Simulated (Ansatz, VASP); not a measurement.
**Cr in VASP and in Ansatz**

Contents of INCAR:

```
SYSTEM = Cr
PREC     = Accurate       ! precision mode
ENCUT    = 600            ! plane-wave cutoff, eV
EDIFF    = 1E-6           ! SCF threshold, eV
ISMEAR   = 0              ! smearing method
SIGMA    = 0.1            ! smearing width, eV
LREAL    = .False.        ! projectors in reciprocal space
LASPH    = .True.         ! aspherical terms in the spheres
NELM     = 150            ! most SCF steps
ALGO     = Normal         ! electronic algorithm
ISIF     = 3              ! what is computed and relaxed
LWAVE    = .False.        ! write WAVECAR
LCHARG   = .False.        ! write CHGCAR
ISPIN    = 2              ! spin polarisation
MAGMOM   = -1 1           ! initial moments
LORBIT   = 11             ! projections on sites
LMAXMIX  = 4              ! l up to which the mixer works
GGA      = PE             ! functional
IBRION   = 2              ! ionic algorithm
NSW      = 100            ! ionic steps
EDIFFG   = -0.005         ! ionic threshold
```

KPOINTS

```
regular mesh
0
Gamma
  14 14 14
  0 0 0
```

File POSCAR:

```
Cr
1.0
    2.8634998919      0.0000000000      0.0000000000
    0.0000000000      2.8634998919      0.0000000000
    0.0000000000      0.0000000000      2.8634998919
Cr
2
Direct
    0.0000000000      0.0000000000      0.0000000000
    0.5000000000      0.5000000000      0.5000000000
```

Input for Ansatz:

```yaml
crystal:
  lattice:
    - [2.8634998924, 0.0, 0.0]
    - [0.0, 2.8634998924, 0.0]
    - [0.0, 0.0, 2.8634998924]
  atoms:
    - { symbol: Cr, position: [0.0, 0.0, 0.0], spin: -1.0 }
    - { symbol: Cr, position: [0.5, 0.5, 0.5], spin: 1.0 }
basis:
  ecutwfc: 420
kpoints:
  mp_grid: { grid: [14, 14, 14] }
hamiltonian:
  xc: pbe
scf:
  occupations: { method: gaussian, width: 0.1 }
output:
  forces: true
  stress: true
  eigenvalues: true
  populations: true
magnetization:
  spin_polarized: true
relax:
  adjacent_minimum: "off"
  f_tol: 0.005
  max_steps: 80
  cell: { stress_tol: 0.05 }
```

Alike in both runs: task relaxation of cell and atoms; functional PBE; k mesh 14 × 14 × 14; occupations gaussian, width 0.1 eV; collinear spin.

|  | VASP | Ansatz |
| --- | --- | --- |
| version | VASP 6.6.1 | Ansatz 0.2.0 |
| potentials or method | VASP PAW PBE potentials, release 64 (Cr_pv), cutoff 600 eV | scalar-relativistic, plane waves, PAW |
| valence electrons in the cell | 24 | 28 |

|  | VASP | Ansatz | Ansatz less VASP |
| --- | --- | --- | --- |
| gap on the k mesh at the Fermi level, each at its own relaxed structure (eV) | none | none | - |
| net moment per atom (μB) | 0.00 | 0.00 | 0.000 |
| size of the moment on the site where the two differ most (μB) | 1.10 | 1.01 | -0.098 |
| relaxed volume (Å³/atom) | 11.76 | 11.77 | +0.006 |
| relaxed length of the cell vector where the two differ most in proportion (Å) | 2.865 | 2.866 | +0.0005 |

Site moments also hang on the region over which each program counts them. A gap of «none» marks a metal or a gap that the smearing closes. VASP's potentials hold 24 valence electrons a cell and Ansatz's 28, so a difference there can come from the potentials and not from the codes.
